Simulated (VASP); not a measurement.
Here is a VASP 6.6.1 calculation.

INCAR

```
SYSTEM = Ti3SnO8
  PREC = Accurate
  ENCUT = 520
  EDIFF = 1E-6
  ISMEAR = 0
  SIGMA = 0.1
  LREAL = .FALSE.
  LASPH = .TRUE.
  NELM = 60
  ALGO = Normal
  ISIF = 2
  LWAVE = .FALSE.
  LCHARG = .FALSE.
  GGA = PE
  NBANDS = 61
```

File KPOINTS:

```
Automatic mesh
0
G
  4 4 2
  0 0 0
```

File POSCAR:

```
Ti3SnO8
1.0
    3.8399308733      0.0000000000      0.0000000000
    0.0000000000      3.8399308733      0.0000000000
    0.0000000000      0.0000000000     10.0383875923
Ti Sn O
3 1 8
Direct
    0.0000000000      0.0000000000      0.0000000000
    1.0000000000      0.5000000000      0.2372331813
    0.5000000000      1.0000000000      0.7627668187
    0.5000000000      0.5000000000      0.5000000000
    1.0000000000      1.0000000000      0.1974135499
    0.5000000000      0.5000000000      0.7167868234
    0.0000000000      0.5000000000      0.4390822249
    0.5000000000      1.0000000000      0.9598713052
    0.0000000000      0.5000000000      0.0401286948
    0.5000000000      1.0000000000      0.5609177751
    1.0000000000      0.0000000000      0.8025864501
    0.5000000000      0.5000000000      0.2832131766
```

Potentials or basis: VASP PAW PBE potentials, release 64 (Ti_sv, Sn_d, O).

Run with:

```console
$ cat potpaw_PBE.64/Ti_sv/POTCAR potpaw_PBE.64/Sn_d/POTCAR potpaw_PBE.64/O/POTCAR > POTCAR
$ mpirun -np 1 vasp_std > vasp.out
```

(1) Predict the band gap on the k mesh.

(2) Estimate the pressure.

(3) Predict the largest force.

Results:

(1) 2.11 eV (least direct gap 2.27 eV).

(2) 0.6 GPa.

(3) 0.033 eV/Å.

Caveat: spin-orbit coupling is left out, which moves the levels of the heavy elements.
